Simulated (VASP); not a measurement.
Ag, 2 atoms in the cell. Symmetry: P6_3/mmc, No. 194, hexagonal system. The conventional cell has a = 2.868 Å, b = 2.868 Å, c = 4.688 Å, α = 90.00°, β = 90.00°, γ = 120.00°. Ag (site symmetry -6m2) has 12 Ag at 2.87 Å within 3.8 Å. This isn't the form of Ag at room conditions, which is fcc.

| Property | Result |
| --- | --- |
| Program | VASP 6.6.1 |
| Task | single point |
| Functional | PBEsol |
| Potentials or basis | VASP PAW PBE potentials, release 64 (Ag) |
| Cutoff | 520 eV |
| k mesh | 18 × 18 × 10 |
| Occupations | gaussian, width 0.1 eV |
| Spin | no spin polarisation |
| Dipole correction | no |
| Further INCAR settings | ALGO = Fast; EDIFF = 1e-06; NBANDS = 18 |

Potentials or basis: VASP PAW PBE potentials, release 64 (Ag).

Run with:

```console
$ cat potpaw_PBE.64/Ag/POTCAR > POTCAR
$ mpirun -np 1 vasp_std > vasp.out
```

Hardware: 1 thread of Intel(R) Xeon(R) Platinum 8259CL CPU @ 2.50GHz (Skylake/Cascade Lake), on a shared host.

**Question.** How long does it take, and how much memory?

**Answer.** Wall time 110 s on 1 thread of Intel(R) Xeon(R) Platinum 8259CL CPU @ 2.50GHz (Skylake/Cascade Lake), with other jobs on the host, peak memory 0.23 GiB. Counts: scf iterations 12, k points 222.
